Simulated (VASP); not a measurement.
# LiSi16 (a cell with a defect) in VASP: further runs

The runs below take LiSi16 (a cell with a defect) through single point, with PBE.

Everything below comes from runs of VASP 6.6.1. Logs are shortened: lines on timing, memory, paths and dates and some standing lists are left out, and cuts for length are marked.

## 1. The cell of the first run

The cell holds a defect, 17 atoms: a = 7.679 Å, b = 7.679 Å, c = 7.679 Å, α = 60.00°, β = 60.00°, γ = 60.00°.

## 2. Single point, PBE, collinear spin, zero start

INCAR reads:

```
SYSTEM = LiSi16
ALGO     = Normal         ! electronic algorithm
EDIFF    = 1E-6           ! SCF threshold, eV
ENCUT    = 520            ! plane-wave cutoff, eV
GGA      = PE             ! functional
ISIF     = 2              ! what is computed and relaxed
ISMEAR   = 0              ! smearing method
ISPIN    = 2              ! spin polarisation
LASPH    = .TRUE.         ! aspherical terms in the spheres
LCHARG   = .TRUE.         ! write CHGCAR
LELF     = .TRUE.         ! ELF
LORBIT   = 11             ! projections on sites
LREAL    = Auto         
LVHAR    = .TRUE.       
LWAVE    = .FALSE.        ! write WAVECAR
MAGMOM   = 0 0 0 0 0 0 0 0 0 0 0 0 0 0 0 0 0 ! initial moments
NBANDS   = 52             ! bands
NELM     = 150            ! most SCF steps
PREC     = Accurate       ! precision mode
SIGMA    = 0.05           ! smearing width, eV
```

KPOINTS reads:

```
k-points
0
G
  2 2 2
  0 0 0
```

POSCAR reads:

```
LiSi16
1.0
    0.0000000000      5.4300000000      5.4300000000
    5.4300000000      0.0000000000      5.4300000000
    5.4300000000      5.4300000000      0.0000000000
Si Li
16 1
Direct
    0.0071533149     -0.0230951197      0.0083255064
    0.1184854512      0.1201777164      0.1196060773
   -0.0109636280      0.0037113260      0.5039739411
    0.1184636280      0.1201814917      0.6424380295
   -0.0016660221      0.4964382136     -0.0005260589
    0.1307890424      0.6060280847      0.1319411602
   -0.0016686924      0.4964355433      0.5064500921
    0.1210178637      0.6301274401      0.6247690608
    0.5028235727      0.0037088398     -0.0098099448
    0.6412675875      0.1201828729      0.1196090239
    0.5028200737      0.0037125230      0.5039707182
    0.6174399632      0.1460631676      0.6185959484
    0.5053015654      0.4964428177     -0.0005279006
    0.6236288214      0.6301297422      0.1221632597
    0.4933912523      0.5182238490      0.4945393186
    0.6236333333      0.6301281768      0.6247666667
    0.2783381215      0.1633082873      0.2795392265
```

Potentials or basis: VASP PAW PBE potentials, release 64 (Si, Li_sv).

Started as:

```console
$ cat potpaw_PBE.64/Si/POTCAR potpaw_PBE.64/Li_sv/POTCAR > POTCAR
$ mpirun -np 1 vasp_std > vasp.out
```

OUTCAR:

```text
SYSTEM = LiSi16
   EDIFF = 1E-6
   ENCUT = 520
   GGA = PE
   ISIF = 2
   ISMEAR = 0
   ISPIN = 2
   LASPH = .TRUE.
   LORBIT = 11
   LREAL = Auto
   NELM = 150
   PREC = Accurate

 ion  position               nearest neighbor table
   1  0.007  0.977  0.008-   2 2.30  10 2.30   4 2.30   6 2.33
   2  0.118  0.120  0.120-   1 2.30  17 2.33   5 2.36   9 2.41   3 2.41
   3  0.989  0.004  0.504-  12 2.33   8 2.34   4 2.41   2 2.41  17 2.49
   4  0.118  0.120  0.642-   1 2.30  17 2.33   7 2.36  11 2.41   3 2.41
   5  0.998  0.496  0.999-   8 2.35  14 2.35   6 2.35   2 2.36
   6  0.131  0.606  0.132-   1 2.33   7 2.35   5 2.35  13 2.35  17 2.78
   7  0.998  0.496  0.506-   8 2.35  16 2.35   6 2.35   4 2.36
   8  0.121  0.630  0.625-  15 2.34   3 2.34   7 2.35   5 2.35
   9  0.503  0.004  0.990-  12 2.33  14 2.34  10 2.41   2 2.41  17 2.49
  10  0.641  0.120  0.120-   1 2.30  17 2.33  13 2.36   9 2.41  11 2.41
  11  0.503  0.004  0.504-  12 2.33  16 2.34   4 2.41  10 2.41  17 2.49
  12  0.617  0.146  0.619-   9 2.33  11 2.33   3 2.33  15 2.33
  13  0.505  0.496  0.999-  14 2.35  16 2.35   6 2.35  10 2.36
  14  0.624  0.630  0.122-  15 2.34   9 2.34   5 2.35  13 2.35
  15  0.493  0.518  0.495-  12 2.33   8 2.34  16 2.34  14 2.34
  16  0.624  0.630  0.625-  15 2.34  11 2.34   7 2.35  13 2.35
  17  0.278  0.163  0.280-   4 2.33   2 2.33  10 2.33   3 2.49  11 2.49   9 2.49   6 2.78

  LATTYP: Found a face centered cubic cell.
 ALAT       =    10.8600000000

  Lattice vectors:

 A1 = (   0.0000000000,   5.4300000000,   5.4300000000)
 A2 = (   5.4300000000,   0.0000000000,   5.4300000000)
 A3 = (   5.4300000000,   5.4300000000,   0.0000000000)

Analysis of symmetry for initial positions (statically):
=====================================================================
 Subroutine PRICEL returns:
 Original cell was already a primitive cell.

 Routine SETGRP: Setting up the symmetry group for a
 face centered cubic supercell.

 Subroutine GETGRP returns: Found  1 space group operations
 (whereof  1 operations were pure point group operations)
 out of a pool of 48 trial point group operations.

The static configuration has the point symmetry C_1 .

Analysis of symmetry for dynamics (positions and initial velocities):
=====================================================================
 Subroutine PRICEL returns:
 Original cell was already a primitive cell.

 Routine SETGRP: Setting up the symmetry group for a
 face centered cubic supercell.

 Subroutine GETGRP returns: Found  1 space group operations
 (whereof  1 operations were pure point group operations)
 out of a pool of 48 trial point group operations.

The dynamic configuration has the point symmetry C_1 .

Analysis of structural, dynamic, and magnetic symmetry:
=====================================================================
 Subroutine PRICEL returns:
 Original cell was already a primitive cell.

 Routine SETGRP: Setting up the symmetry group for a
 face centered cubic supercell.

 Subroutine GETGRP returns: Found  1 space group operations
 (whereof  1 operations were pure point group operations)
 out of a pool of 48 trial point group operations.

The overall configuration has the point symmetry C_1 .

 Subroutine INISYM returns: Found  1 space group operations
 (whereof  1 operations are pure point group operations),
 and found     1 'primitive' translations

----------------------------------------------------------------------------------------

                                     Primitive cell

  volume of cell :     320.2060

  direct lattice vectors                    reciprocal lattice vectors
     0.000000000  5.430000000  5.430000000    -0.092081031  0.092081031  0.092081031
     5.430000000  0.000000000  5.430000000     0.092081031 -0.092081031  0.092081031
     5.430000000  5.430000000  0.000000000     0.092081031  0.092081031 -0.092081031

  length of vectors
     7.679179644  7.679179644  7.679179644     0.159489025  0.159489025  0.159489025
[... 77 lines left out ...]
   number of dos      NEDOS =    301   number of ions     NIONS =     17
   total plane-waves  NPLWV = 216000
   dimension x,y,z NGX =    60 NGY =   60 NGZ =   60
   dimension x,y,z NGXF=   120 NGYF=  120 NGZF=  120
   ions per type =              16   1
   NGX,Y,Z   is equivalent  to a cutoff of  12.99, 12.99, 12.99 a.u.
   NGXF,Y,Z  is equivalent  to a cutoff of  25.98, 25.98, 25.98 a.u.
 SYSTEM =  LiSi16
   PREC   = accura    normal or accurate (medium, high low for compatibility)
   ISTART =      0    job   : 0-new  1-cont  2-samecut
   ICHARG =      2    charge: 1-file 2-atom 10-const
   ISPIN  =      2    spin polarized calculation?
   LNONCOLLINEAR =      F non collinear calculations
   LSORBIT =      F    spin-orbit coupling
   LASPH  =      T    aspherical Exc in radial PAW
   ENCUT  =  520.0 eV  38.22 Ry    6.18 a.u.  14.28 14.28 14.28*2*pi/ulx,y,z
   NELM   =    150;   NELMIN=  2; NELMDL= -5     # of ELM steps
   EDIFF  = 0.1E-05   stopping-criterion for ELM
   LREAL  =      T    real-space projection
   EDIFFG = 0.1E-04   stopping-criterion for IOM
   NSW    =      0    number of steps for IOM
   IBRION =     -1    ionic relax: 0-MD 1-quasi-New 2-CG
   NFREE  =      0    steps in history (QN), initial steepest desc. (CG)
   ISIF   =      2    stress and relaxation
   ISYM   =      2    0-nonsym 1-usesym 2-fastsym
   POTIM  = 0.5000    time-step for ionic-motion
   TEBEG  =    0.0;   TEEND  =   0.0 temperature during run
   PSTRESS=    0.0 pullay stress
   NELECT =      67.0000    total number of electrons
   NUPDOWN=      -1.0000    fix difference up-down
   EMIN   =  10.00;   EMAX   =-10.00  energy-range for DOS
   EFERMI =   0.00;   METHOD = LEGACY
   ISMEAR =     0;   SIGMA  =   0.05  broadening in eV -4-tet -1-fermi 0-gaus
   EFERMI_NEDOS =   21; number of points for ismear=-14 and -15
   IALGO  =     38    algorithm
   IMIX   =      4    mixing-type and parameters
     AMIX     =   0.40;   BMIX     =  1.00
     AMIX_MAG =   1.60;   BMIX_MAG =  1.00
  volume/ion in A,a.u.               =      18.84       127.11
  Fermi-wavevector in a.u.,A,eV,Ry     =   0.971904  1.836632 12.852022  0.944597
  Thomas-Fermi vector in A             =   2.102159
   LORBIT       =     11    0 simple, 1 ext, 2 COOP (PROOUT), +10 PAW based schemes
   GGA     = PE    functional components
   LHFCALC =     F    Hartree Fock is set to
   AEXX    =    0.0000 exact exchange contribution
   IVDW    =     0    specifies the selected vdW correction
   LEPSILON=     F    determine dielectric tensor
   LRPA    =     F    only Hartree local field effects (RPA)
 spin polarized calculation
 Gauss-broadening in eV      SIGMA  =   0.05
  energy-cutoff  :      520.00
  volume of cell :      320.21
 maximum number of plane-waves:      8646
 NGX is ok and might be reduce to    60
   NGX = 29   NGY = 29   NGZ = 29

 number of electron      67.0000000 magnetization      -0.0000062

 number of electron      67.0000000 magnetization       0.0000062

 Free energy of the ion-electron system (eV)
  ---------------------------------------------------
  ext. energy  EPLUGINS =         0.00000000
  ---------------------------------------------------
  free energy    TOTEN  =       -86.63486933 eV

  energy without entropy =      -86.62737049  energy(sigma->0) =      -86.63111991

 E-fermi :   6.6806     XC(G=0):  -9.5299

 val. band max:        6.6799254985   @ k =   0.0000   0.0000   0.0000
 cond. band min:       6.8017120121   @ k =   0.0000   0.0000   0.0000
 fundamental gap:      0.1217865137
 Fermi energy:         6.6806217478

 spin component 1

 k-point     1 :       0.0000    0.0000    0.0000
  band No.  band energies     occupation
      1     -40.3291      1.00000
      2      -5.9736      1.00000
      3      -3.7375      1.00000
      4      -3.6522      1.00000
      5      -3.6520      1.00000
      6      -3.6317      1.00000
[... 373 lines left out ...]
     44      10.2244      0.00000
     45      10.2465      0.00000
 Fermi energy:         6.6806217478

 spin component 2

 k-point     1 :       0.0000    0.0000    0.0000
  band No.  band energies     occupation
      1     -40.3291      1.00000
      2      -5.9736      1.00000
      3      -3.7375      1.00000
      4      -3.6522      1.00000
      5      -3.6520      1.00000
      6      -3.6317      1.00000
[... 373 lines left out ...]
     44      10.2244      0.00000
     45      10.2465      0.00000
 [bands above 45 left out]

------------------------ aborting loop because EDIFF is reached ----------------------------------------

  FORCE on cell =-STRESS in cart. coord.  units (eV):
  Direction    XX          YY          ZZ          XY          YZ          ZX
  --------------------------------------------------------------------------------------
  -------------------------------------------------------------------------------------
  Total        7.4912874      7.4900106      7.4880450      0.6187700      0.6181033     -0.6172641
  in kB       37.4832776     37.4768890     37.4670537      3.0960670      3.0927312     -3.0885320
  external PRESSURE =      37.4757401 kB  Pullay stress =       0.0000000 kB

 VOLUME and BASIS-vectors are now :
 -----------------------------------------------------------------------------
  energy-cutoff  :      520.00
  volume of cell :      320.21
      direct lattice vectors                 reciprocal lattice vectors
     0.000000000  5.430000000  5.430000000    -0.092081031  0.092081031  0.092081031
     5.430000000  0.000000000  5.430000000     0.092081031 -0.092081031  0.092081031
     5.430000000  5.430000000  0.000000000     0.092081031  0.092081031 -0.092081031

 POSITION                                       TOTAL-FORCE (eV/Angst)
 -----------------------------------------------------------------------------------
      5.34980      0.08405      5.34344        -0.045481      0.044025     -0.044003
      1.30203      1.29284      1.29594        -0.019579      0.032336     -0.021042
      2.75673      8.10705      5.39062        -0.042772      0.043691      0.010105
      4.14102      4.13170      1.29584        -0.032690      0.020157     -0.020144
      8.12280     10.84810      8.11661        -0.036085     -0.011572     -0.035535
      4.00717      1.42663      4.00092         0.025088     -0.025965      0.026326
[... 9 lines left out ...]
      6.81408      6.77881      6.80792        -0.040053      0.015077     -0.039690
      2.40466      3.02927      2.39814         0.372173     -0.370485      0.369179
 -----------------------------------------------------------------------------------
    total drift:                                0.004073     -0.000678     -0.000827

  FREE ENERGIE OF THE ION-ELECTRON SYSTEM (eV)
  ---------------------------------------------------
  free  energy   TOTEN  =       -86.6348693347 eV

  energy  without entropy=      -86.6273704949  energy(sigma->0) =      -86.63111991

 total charge

# of ion       s       p       d       tot
------------------------------------------
    1        0.737   0.973   0.000   1.711
    2        0.746   0.959   0.000   1.705
    3        0.741   0.948   0.000   1.689
    4        0.746   0.959   0.000   1.705
    5        0.739   0.950   0.000   1.689
    6        0.739   0.965   0.000   1.704
[... 9 lines left out ...]
   16        0.741   0.955   0.000   1.696
   17        2.035   0.100   0.000   2.135
--------------------------------------------------
tot         13.892  15.395   0.000  29.288

 magnetization (x)

# of ion       s       p       d       tot
------------------------------------------
    1        0.000   0.000   0.000   0.000
    2       -0.000  -0.000   0.000  -0.000
    3       -0.000  -0.000   0.000  -0.000
    4        0.000  -0.000   0.000  -0.000
    5        0.000  -0.000   0.000  -0.000
    6        0.000  -0.000   0.000   0.000
[... 9 lines left out ...]
   16       -0.000  -0.000   0.000  -0.000
   17        0.000  -0.000   0.000   0.000
--------------------------------------------------
tot          0.000  -0.000   0.000  -0.000
```

Run time: 7.9 min. Hardware: 1 thread of Intel Xeon Platinum 8488C (Sapphire Rapids), shared host; peak memory 0.69 GiB.

What came out:

```yaml
Free_energy: -86.6349 eV
Largest_force: 0.642 eV/Å
Net_moment: 0.00 μB per cell
Valence_electrons_inside_the_program's_atomic_spheres: Si 1.71, 1.69, 1.70; Li 2.13
```

Forces on the atoms (eV/Å):
```
Si  -0.045  0.044 -0.044
Si  -0.020  0.032 -0.021
Si  -0.043  0.044  0.010
Si  -0.033  0.020 -0.020
Si  -0.036 -0.012 -0.036
Si   0.025 -0.026  0.026
Si   0.012  0.036 -0.036
Si  -0.040  0.039 -0.015
Si   0.010  0.042 -0.043
Si  -0.020  0.021 -0.033
Si  -0.043 -0.010 -0.043
Si  -0.026  0.027 -0.025
Si  -0.036  0.036  0.012
Si  -0.015  0.041 -0.040
Si  -0.023  0.022 -0.021
Si  -0.040  0.015 -0.040
Li   0.372 -0.370  0.369
```

Caveat: the k points lie up to 0.50 Å⁻¹ apart; the cutoff is under 1.25 times the usual one of these potentials, so pressure, stress and relaxed cells hold a basis-set (Pulay) error.

(Continued in part 2 of 2.)
